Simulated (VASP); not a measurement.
# I (Cmce) in VASP: a series of runs, part 2 of 2

VASP 6.6.1. The steps go on from the part before.

### Step 4. Single point, LDA

INCAR

```
PREC = Accurate ; ENCUT = 520
EDIFF = 1E-7 ; ISMEAR = -1
SIGMA = 0.05 ; LREAL = F
LASPH = T ; NELM = 100
ALGO = Normal ; ISIF = 2
LWAVE = F ; LCHARG = F
NBANDS = 22
```

KPOINTS

```
Automatic mesh
0
Gamma
  7 7 3
```

POSCAR

```
I
1.0
    3.5886574692     -2.1413150360      0.0000000000
    3.5886574692      2.1413150360      0.0000000000
    0.0000000000      0.0000000000      9.6272130010
I
4
Direct
    0.8254264989      0.1745735011      0.1231842597
    0.6745735011      0.3254264989      0.6231842597
    0.1745735011      0.8254264989      0.8768157403
    0.3254264989      0.6745735011      0.3768157403
```

Run with:

```bash
cat potpaw_LDA.64/I/POTCAR > POTCAR
mpirun -np 1 vasp_std > vasp.out
```

Run time: 2.3 min. Hardware: 1 thread of Intel Xeon 8259CL, shared host; peak memory 0.24 GiB.

The run converged. Its results:

* Free energy: -8.1014 eV
* Pressure: 0.0 GPa
* Largest force: 0.033 eV/Å
* Band gap on the k mesh: 0.64 eV (least direct gap 0.99 eV)

Forces on the atoms (eV/Å):
```
I    0.000  0.032 -0.010
I    0.000 -0.032 -0.010
I    0.000 -0.032  0.010
I    0.000  0.032  0.010
```

Stress tensor (GPa, compression positive):
```
-0.03  0.00  0.00
 0.00  0.08  0.00
 0.00  0.00 -0.18
```

Levels at points of the mesh, in eV from the valence-band top:
| k point | band 12 | band 13 | band 14 | band 15 | band 16 | band 17 |
| --- | --- | --- | --- | --- | --- | --- |
| (0.00, 0.00, 0.00) | -0.94 | -0.47 | 0.00 | 1.01 | 1.98 | 4.38 |

Caveat: spin-orbit coupling is left out, which moves the levels of the heavy elements; an odd mesh through Γ misses points on the zone boundary, where band edges can lie.

### Step 5. Single point, LDA

INCAR

```
ALGO = Normal ; EDIFF = 1E-6
ENCUT = 520 ; ISIF = 2
ISMEAR = -1 ; LASPH = T
LCHARG = F ; LREAL = F
LWAVE = F ; NBANDS = 22
NELM = 80 ; PREC = Accurate
SIGMA = 0.05
```

KPOINTS

```
k-points
0
Gamma
  8 8 3
```

POSCAR is that of step 4.

Run with:

```bash
cat potpaw_LDA.64/I/POTCAR > POTCAR
mpirun -np 1 vasp_std > vasp.out
```

It took 2 min on 1 thread of Intel Xeon 8259CL, shared host; peak memory 0.26 GiB.

Results (log left out):

| Property | Result |
| --- | --- |
| Free energy | -8.1011 eV |
| Pressure | 0.0 GPa |
| Largest force | 0.031 eV/Å |
| Band gap on the k mesh | 0.63 eV (least direct gap 0.99 eV) |

Forces in eV/Å, atoms in the order of the input:
```
I    0.000  0.029 -0.010
I    0.000 -0.029 -0.010
I    0.000 -0.029  0.010
I    0.000  0.029  0.010
```

Stress tensor (GPa, compression positive):
```
-0.03  0.00  0.00
 0.00  0.08  0.00
 0.00  0.00 -0.17
```

Levels at points of the mesh, in eV from the valence-band top:
```
           k point  band 10  band 11  band 12  band 13  band 14  band 15  band 16  band 17  band 18  band 19
(0.00, 0.00, 0.00)    -1.43    -0.95    -0.94    -0.47     0.00     1.01     1.98     4.38     4.91     5.36
(0.50, 0.00, 0.00)    -2.31    -1.79    -1.79    -1.03    -1.03     2.15     2.15     4.72     4.72     6.80
(0.50, 0.50, 0.00)    -2.38    -1.90    -1.79    -1.28    -0.77     0.76     1.62     4.15     5.15     5.79
```

Caveat: spin-orbit coupling is left out, which moves the levels of the heavy elements; an odd mesh through Γ misses points on the zone boundary, where band edges can lie.

### Step 6. Single point, LDA

INCAR

```
SYSTEM = I
PREC = Accurate
ENCUT = 520
EDIFF = 1E-6
ISMEAR = -1
SIGMA = 0.05
LREAL = .False.
LASPH = .True.
NELM = 100
ALGO = Normal
ISIF = 2
LWAVE = .False.
LCHARG = .False.
NBANDS = 22
```

KPOINTS

```
Automatic mesh
0
Gamma
  9 9 4
  0 0 0
```

POSCAR is that of step 5.

Potentials or basis: VASP PAW LDA potentials, release 64 (I).

Run with:

```bash
cat potpaw_LDA.64/I/POTCAR > POTCAR
mpirun -np 1 vasp_std > vasp.out
```

OUTCAR:

```text
SYSTEM = I
   PREC = Accurate
   ENCUT = 520
   EDIFF = 1E-6
   ISMEAR = -1
   LREAL = .False.
   LASPH = .True.
   NELM = 100
   ISIF = 2

 ion  position               nearest neighbor table
   1  0.825  0.175  0.123-   3 2.80   4 3.25   4 3.25
   2  0.675  0.325  0.623-   4 2.80   3 3.25   3 3.25
   3  0.175  0.825  0.877-   1 2.80   2 3.25   2 3.25
   4  0.325  0.675  0.377-   2 2.80   1 3.25   1 3.25

  LATTYP: Found a base centered orthorhombic cell.
 ALAT       =     4.2826300720
 B/A-ratio  =     1.6759128894
 C/A-ratio  =     2.2479674497

  Lattice vectors:

 A1 = (  -3.5886574692,  -2.1413150360,   0.0000000000)
 A2 = (   3.5886574692,  -2.1413150360,   0.0000000000)
 A3 = (   0.0000000000,   0.0000000000,   9.6272130010)

Analysis of symmetry for initial positions (statically):
=====================================================================
 Subroutine PRICEL returns:
 Original cell was already a primitive cell.

 Routine SETGRP: Setting up the symmetry group for a
 base centered orthorhombic supercell.

[... 168 lines left out ...]

  energy without entropy =       -8.10153991  energy(sigma->0) =       -8.10156451

 E-fermi :   4.3175     XC(G=0):  -9.0080

 val. band max:        4.0208605711   @ k =   0.0000   0.0000   0.0000
 cond. band min:       4.6482228547   @ k =  -0.4444   0.4444   0.0000
 fundamental gap:      0.6273622836
 Fermi energy:         4.3174548584

 k-point     1 :       0.0000    0.0000    0.0000
  band No.  band energies     occupation
      1     -10.1220      2.00000
      2      -9.1831      2.00000
      3      -8.5669      2.00000
      4      -6.8642      2.00000
      5      -1.1337      2.00000
      6       0.8969      2.00000
[... 589 lines left out ...]
     21      11.7469      0.00000
     22      12.5630      0.00000

 [... further k-points ...]

------------------------ aborting loop because EDIFF is reached ----------------------------------------

  FORCE on cell =-STRESS in cart. coord.  units (eV):
  Direction    XX          YY          ZZ          XY          YZ          ZX
  --------------------------------------------------------------------------------------
  -------------------------------------------------------------------------------------
  Total       -0.0244219      0.0487879     -0.1401689      0.0000000     -0.0000000      0.0000000
  in kB       -0.2644524      0.5282982     -1.5178158      0.0000000     -0.0000000      0.0000000
  external PRESSURE =      -0.4179900 kB  Pullay stress =       0.0000000 kB

 VOLUME and BASIS-vectors are now :
 -----------------------------------------------------------------------------
  energy-cutoff  :      520.00
  volume of cell :      147.96
      direct lattice vectors                 reciprocal lattice vectors
     3.588657469 -2.141315036  0.000000000     0.139327870 -0.233501373  0.000000000
     3.588657469  2.141315036  0.000000000     0.139327870  0.233501373  0.000000000
     0.000000000  0.000000000  9.627213001     0.000000000  0.000000000  0.103872221

 POSITION                                       TOTAL-FORCE (eV/Angst)
 -----------------------------------------------------------------------------------
      3.58866     -1.39368      1.18592         0.000000      0.027850     -0.008752
      3.58866     -0.74763      5.99953         0.000000     -0.027850     -0.008752
      3.58866      1.39368      8.44129         0.000000     -0.027850      0.008752
      3.58866      0.74763      3.62769         0.000000      0.027850      0.008752
 -----------------------------------------------------------------------------------
    total drift:                               -0.000000      0.000000     -0.000000

  FREE ENERGIE OF THE ION-ELECTRON SYSTEM (eV)
  ---------------------------------------------------
  free  energy   TOTEN  =        -8.1015891124 eV

  energy  without entropy=       -8.1015399079  energy(sigma->0) =       -8.10156451
```

OSZICAR:

```text
N       E                     dE             d eps       ncg     rms          rms(c)
DAV:   1     0.148808192992E+03    0.14881E+03   -0.10572E+04  3300   0.103E+03
DAV:   2     0.330209112808E+01   -0.14551E+03   -0.14077E+03  4536   0.158E+02
DAV:   3    -0.806458141619E+01   -0.11367E+02   -0.11316E+02  4190   0.502E+01
DAV:   4    -0.830621203463E+01   -0.24163E+00   -0.24158E+00  4290   0.859E+00
DAV:   5    -0.831077121352E+01   -0.45592E-02   -0.45591E-02  4138   0.116E+00    0.111E+01
DAV:   6    -0.815616965395E+01    0.15460E+00   -0.12646E-01  3852   0.157E+00    0.722E+00
DAV:   7    -0.810743488987E+01    0.48735E-01   -0.28625E-01  3966   0.233E+00    0.546E-01
DAV:   8    -0.810157353840E+01    0.58614E-02   -0.36128E-02  3660   0.908E-01    0.279E-01
DAV:   9    -0.810161288711E+01   -0.39349E-04   -0.74749E-04  4104   0.156E-01    0.167E-01
DAV:  10    -0.810159368993E+01    0.19197E-04   -0.39900E-05  3972   0.356E-02    0.329E-02
DAV:  11    -0.810158922284E+01    0.44671E-05   -0.12041E-05  4014   0.164E-02    0.838E-03
DAV:  12    -0.810158911245E+01    0.11040E-06   -0.88666E-07  2334   0.514E-03
   1 F= -.81015891E+01 E0= -.81015645E+01  d E =-.492045E-04
```

Run time: 3.4 min. Hardware: 1 thread of Intel Xeon 8259CL, shared host; peak memory 0.32 GiB.

What came out:

```
Free energy            : -8.1016 eV
Pressure               : 0.0 GPa
Largest force          : 0.029 eV/Å
Band gap on the k mesh : 0.63 eV (least direct gap 0.98 eV)
```

Forces on the atoms (eV/Å):
```
I    0.000  0.028 -0.009
I    0.000 -0.028 -0.009
I    0.000 -0.028  0.009
I    0.000  0.028  0.009
```

Caveat: spin-orbit coupling is left out, which moves the levels of the heavy elements; an odd mesh through Γ misses points on the zone boundary, where band edges can lie.

### Step 7. Overview

| k mesh | gap on the mesh (eV) | pressure (GPa) | largest force (eV/Å) |
| --- | --- | --- | --- |
| 4 × 4 × 2 | 0.76 | 0.0 | 0.04 |
| 5 × 5 × 2 | 0.78 | 0.0 | 0.01 |
| 7 × 7 × 3 | 0.64 | 0.0 | 0.03 |
| 8 × 8 × 3 | 0.63 | 0.0 | 0.03 |
| 9 × 9 × 4 | 0.63 | 0.0 | 0.03 |

Alike in all rows: task single point; level LDA; potentials or basis VASP PAW LDA potentials, release 64 (I); no spin polarisation; cell as given; cutoff (eV) 520; smearing fermi-dirac 0.05 eV.

Caveats: some runs use coarse meshes; spin-orbit coupling is left out, which moves the levels of the heavy elements; an odd mesh through Γ misses points on the zone boundary, where band edges can lie (at least some runs).

Absolute energies hang on the potentials; compare differences alone.
